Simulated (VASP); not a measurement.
Runs of VASP 6.6.1 on BaZrO3. The structure is that of space group Pm-3m (No. 221), or close to it. The cells are those of the table. 

| cell | gap on the mesh (eV) | pressure (GPa) |
| --- | --- | --- |
| a = 4.047 Å, 5 atoms | 3.46 | (b) |
| a = 4.226 Å, 5 atoms | 3.23 | (a) |
| a = 4.260 Å, 5 atoms | 3.17 | -2.5 |
| a = 4.156 Å, 5 atoms | 3.35 | 9.7 |
| a = 4.084 Å, 5 atoms | 3.46 | 20.9 |

Alike in all rows: task single point; level PBE; potentials or basis VASP PAW PBE potentials, release 64 (Ba_sv, Zr_sv, O); no spin polarisation; k mesh 5 × 5 × 5; cutoff (eV) 520; smearing gaussian 0.01 eV.

Question: Fill in the values left out.

Answer: (a) 1.1; (b) 27.8.

Caveats: spin-orbit coupling is left out, which moves the levels of the heavy elements.

A k mesh can miss the band edges, and the runs leave out spin-orbit coupling on Ba, Zr.
